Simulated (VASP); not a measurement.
Here is a VASP 6.6.1 calculation.

Contents of INCAR:

```
SYSTEM = Si9N8O6
PREC = Accurate
ENCUT = 520
EDIFF = 1E-7
ISMEAR = -1
SIGMA = 0.3275
LREAL = Auto
LASPH = .True.
NELM = 80
ALGO = Normal
ISIF = 2
LWAVE = .False.
LCHARG = .False.
GGA = PE
NBANDS = 73
ISYM = 0
```

File KPOINTS:

```
Automatic mesh
0
Gamma
  1 1 1
  0 0 0
```

Contents of POSCAR:

```
Si9N8O6
1.0
    6.9494310000     -0.1483230000     -0.0508250000
   -0.1483230000      6.7490330000     -0.1619310000
   -0.0508250000     -0.1619310000      6.6115700000
Si N O
9 8 6
Direct
    0.2055864287      0.1821831562      0.7244810281
    0.8779888706      0.3183966825      0.4354062768
    0.5150694823      0.7739385245      0.4183756726
    0.5890844913      0.4679965848      0.6292841752
    0.1313334332      0.5164194334      0.6394639000
    0.1094442900      0.6142096146      0.2510010607
    0.0633622784      1.0872117106      1.0993857234
    0.7004009959      0.5992235017      0.0451896813
    0.6735392551      0.0841247476      1.1262163204
    0.2004018349      0.5562425237      0.0324085401
    0.3764339521      0.3761754980      0.7231539151
    0.7178343789      0.4525212832      0.8423447315
    0.8486407634      0.1313218251      0.2869332460
   -0.3127172880      1.1430356392      0.6812062865
    0.8366748886      0.5327977084      0.2908657803
    0.6040690495     -0.2054826883      1.1609835171
    0.2526567842      0.6414797696      0.8844404191
   -0.1827815065      1.0312395481      0.6924149304
    0.0366637173      0.8276832024      1.1939108263
    1.1736132367      0.3505956973      1.2429867951
    0.5749671173      0.7210730008      0.6407397601
    0.4726229898      0.0124467319      0.5937377318
    0.3024739704      0.6682771316      0.4138340854
```

Potentials or basis: VASP PAW PBE potentials, release 64 (Si, N, O).

Launch:

```bash
$ cat potpaw_PBE.64/Si/POTCAR potpaw_PBE.64/N/POTCAR potpaw_PBE.64/O/POTCAR > POTCAR
$ mpirun -np 1 vasp_gam > vasp.out
```

Task: Predict the pressure.

Result: 5.8 GPa.

Task: What does it give for the largest force?

Result: 5.940 eV/Å.

Forces on the atoms (eV/Å):
```
Si   1.710 -1.374 -0.998
Si   0.063  5.408  1.411
Si   0.498  4.208 -0.775
Si   0.600 -0.407  1.233
Si   1.692 -0.079  0.483
Si  -2.310 -1.850  2.258
Si  -0.373 -0.374  2.653
Si   2.418 -1.974  2.889
Si  -2.723 -1.811 -2.088
N    1.267  3.103 -4.904
N   -3.085 -0.133 -1.688
N    1.884  1.147  2.372
N    1.535 -3.859 -1.541
N    0.057 -1.672  0.171
N    1.145  0.239 -1.181
N   -1.788  2.214  1.924
N   -0.514 -0.863  0.589
O   -0.027  0.105  0.080
O    0.716  4.467 -1.089
O   -1.132 -3.262  1.396
O    2.085 -3.230 -0.160
O   -1.058  0.723 -2.342
O   -2.661 -0.725 -0.694
```

Caveat: the k points lie up to 0.95 Å⁻¹ apart; the standard files for N, O and F lose accuracy on very short bonds; the atoms stand as in a frame of molecular dynamics.
